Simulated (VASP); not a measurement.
Write the native input for VASP 6.6.1 that does the following.

- Task: single point
- Functional: r2SCAN
- Potentials or basis: VASP PAW PBE potentials, release 64 (Ta_pv)
- Cutoff: 520 eV
- k mesh: 7 × 7 × 1
- Occupations: gaussian, width 0.01 eV
- Spin: no spin polarisation
- Dipole correction: yes
- Further INCAR settings: ALGO = Normal; EDIFF = 1e-06; NBANDS = 30

Ta, a slab with vacuum:

```
CELL_PARAMETERS angstrom
2.90037 0.00000 0.00000
-1.45019 2.51180 0.00000
0.00000 0.00000 13.74941
ATOMIC_POSITIONS crystal
Ta 0.66667 0.33333 0.40606
Ta 0.33333 0.66667 0.21819
Ta 0.66667 0.33333 0.78181
Ta 0.33333 0.66667 0.59394
```

The input as run:

POSCAR

```
Ta
1.0
    2.9003720700      0.0000000000      0.0000000000
   -1.4501860400      2.5117959000      0.0000000000
    0.0000000000      0.0000000000     13.7494110000
Ta
4
Direct
    0.6666666700      0.3333333300      0.4060637216
    0.3333333300      0.6666666700      0.2181911647
    0.6666666700      0.3333333300      0.7818088353
    0.3333333300      0.6666666700      0.5939362784
```

INCAR.step1

```
ALGO = Normal
DIPOL = 0.5 0.5 0.500
EDIFF = 1E-4
ENCUT = 520
GGA = PE
IDIPOL = 3
ISMEAR = 0
LASPH = True
LCHARG = False
LDIPOL = True
LREAL = False
LWAVE = True
NBANDS = 30
NELM = 100
PREC = Accurate
SIGMA = 0.01
```

INCAR.step2

```
ALGO = Normal
DIPOL = 0.5 0.5 0.500
EDIFF = 1E-6
ENCUT = 520
IDIPOL = 3
ISIF = 2
ISMEAR = 0
ISTART = 1
LASPH = True
LCHARG = True
LDIPOL = True
LELF = True
LMIXTAU = True
LREAL = False
LVACPOTAV = True
LVHAR = True
LWAVE = False
METAGGA = R2SCAN
NBANDS = 30
NELM = 100
PREC = Accurate
SIGMA = 0.01
```

KPOINTS

```
k-points
0
Gamma
  7 7 1
```

Potentials or basis: VASP PAW PBE potentials, release 64 (Ta_pv).

The run is started by

```sh
$ cat potpaw_PBE.64/Ta_pv/POTCAR > POTCAR
$ cp INCAR.step1 INCAR
$ mpirun -np 1 vasp_std > vasp.out
$ cp INCAR.step2 INCAR
$ mpirun -np 1 vasp_std > vasp.out
```

It gave:

```
Largest force          : 0.543 eV/Å
Band gap on the k mesh : zero (band 22 reaches 3.70 eV, above the bottom of band 23 at 2.75 eV)
```

Caveat: the PAW data sets were made with another functional, which shifts forces and pressure a little; spin-orbit coupling is left out, which moves the levels of the heavy elements.

It took 110 s on 1 thread of Intel Xeon 6975P-C, on a shared host, peak memory 0.26 GiB.
